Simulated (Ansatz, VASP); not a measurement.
# Two plane-wave programs on Ir

```
Ir
1.0
    -0.10160    1.93518    2.00775
     1.93518   -0.10160    2.00775
     1.83358    1.83358    0.00000
Ir
1
Direct
  0.00000 0.00000 0.00000
```

Change from the starting cell: engineering shear strain xy -0.1050, normal strain along z +0.0375.

Alike in both runs: task single point; functional PBE; k mesh 20 × 20 × 20; occupations gaussian, width 0.15 eV; no spin polarisation.

|  | VASP | Ansatz |
| --- | --- | --- |
| version | VASP 6.6.1 | Ansatz 0.2.0 |
| potentials or method | VASP PAW PBE potentials, release 64 (Ir), cutoff 520 eV | scalar-relativistic, plane waves, PAW |
| valence electrons in the cell | 9 | 17 |

```tsv
	VASP	Ansatz	Ansatz less VASP
gap on the k mesh at the Fermi level (eV)	none	none	-
pressure (GPa)	-5.8	-6.2	-0.45
traceless stress, the component that is largest in VASP (GPa)	26.32	26.39	+0.067
```

A gap of «none» marks a metal or a gap that the smearing closes. VASP's potentials hold 9 valence electrons a cell and Ansatz's 17, so a difference there can come from the potentials and not from the codes.

Spin-orbit coupling is off throughout.
